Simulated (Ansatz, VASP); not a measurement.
## Two plane-wave programs on CdF2

INCAR

```
PREC     = Accurate       # precision mode
ENCUT    = 520            # plane-wave cutoff, eV
EDIFF    = 1E-7           # SCF threshold, eV
ISMEAR   = 0              # smearing method
SIGMA    = 0.05           # smearing width, eV
LREAL    = False          # projectors in reciprocal space
LASPH    = True           # aspherical terms in the spheres
NELM     = 80             # most SCF steps
ALGO     = Normal         # electronic algorithm
ISIF     = 2              # what is computed and relaxed
LWAVE    = False          # write WAVECAR
LCHARG   = False          # write CHGCAR
GGA      = PE             # functional
NBANDS   = 20             # bands
```

Contents of KPOINTS:

```
regular mesh
0
Gamma
  8 8 8
```

File POSCAR:

```
CdF2
1.0
    0.0000000000      2.6535900000      2.6535900000
    2.6535900000      0.0000000000      2.6535900000
    2.6535900000      2.6535900000      0.0000000000
Cd F
1 2
Direct
    0.0000000000      0.0000000000      0.0000000000
    0.2500000000      0.2500000000      0.2500000000
    0.7500000000      0.7500000000      0.7500000000
```

Input for Ansatz:

```yaml
crystal:
  lattice:
    - [0.0, 2.65359, 2.65359]
    - [2.65359, 0.0, 2.65359]
    - [2.65359, 2.65359, 0.0]
  atoms:
    - { symbol: Cd, position: [0.0, 0.0, 0.0] }
    - { symbol: F, position: [0.25, 0.25, 0.25] }
    - { symbol: F, position: [0.75, 0.75, 0.75] }
basis:
  ecutwfc: 420
kpoints:
  mp_grid: { grid: [8, 8, 8] }
hamiltonian:
  xc: pbe
scf:
  occupations: { method: gaussian, width: 0.05 }
output:
  forces: true
  stress: true
  eigenvalues: true
```

Change from the starting cell: strain -0.015 along x and y, -0.015 along z, atoms carried along.

Alike in both runs: task single point; functional PBE; k mesh 8 × 8 × 8; occupations gaussian, width 0.05 eV; no spin polarisation.

|  | VASP | Ansatz |
| --- | --- | --- |
| version | VASP 6.6.1 | Ansatz 0.2.0 |
| potentials or method | VASP PAW PBE potentials, release 64 (Cd, F), cutoff 520 eV | scalar-relativistic, plane waves, PAW |
| valence electrons in the cell | 26 | 34 |

```csv
,VASP,Ansatz,Ansatz less VASP
gap on the k mesh at the Fermi level (eV),3.23,3.27,+0.036
least direct gap on the mesh (eV),3.67,3.70,+0.034
pressure (GPa),12.4,11.4,-0.99
```

VASP's potentials hold 26 valence electrons a cell and Ansatz's 34, so a difference there can come from the potentials and not from the codes.
